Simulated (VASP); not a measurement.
Input of a VASP 6.6.1 run:

File INCAR:

```
SYSTEM = Co
ALGO = Normal ; EDIFF = 1E-6
ENCUT = 600 ; GGA_COMPAT = .False.
ISIF = 2 ; ISMEAR = 0
LASPH = .True. ; LCHARG = .True.
LELF = .True. ; LREAL = .False.
LVHAR = .True. ; LWAVE = .False.
NBANDS = 16 ; NELM = 120
PREC = Accurate ; SIGMA = 0.05
```

Contents of KPOINTS:

```
k-points
0
Gamma
  20 20 12
  0 0 0
```

The input POSCAR:

```
Co
1.0
    2.4294142863      0.0000000000      0.0000000000
   -1.2147071432      2.1039344882      0.0000000000
    0.0000000000      0.0000000000      3.9179372431
Co
2
Direct
    0.3333333333      0.6666666667      0.7500000000
    0.6666666667      0.3333333333      0.2500000000
```

Potentials or basis: VASP PAW LDA potentials, release 64 (Co).

Command:

```bash
$ cat potpaw_LDA.64/Co/POTCAR > POTCAR
$ mpirun -np 1 vasp_std > vasp.out
```

Question: Estimate the band gap on the k mesh.

Answer: Zero (bands 9 and 10 overlap by 1.63 eV).

Question: Predict the pressure.

Answer: -12.6 GPa.

Stress tensor (GPa, compression positive):
```
-12.48   0.00   0.00
  0.00 -12.48   0.00
  0.00   0.00 -12.75
```

Caveat: the cell stands under tension; the run has no spin polarisation, though such a crystal can be magnetic. Spin polarisation is off, so any magnetic state and its effect on volume and gap are missing.
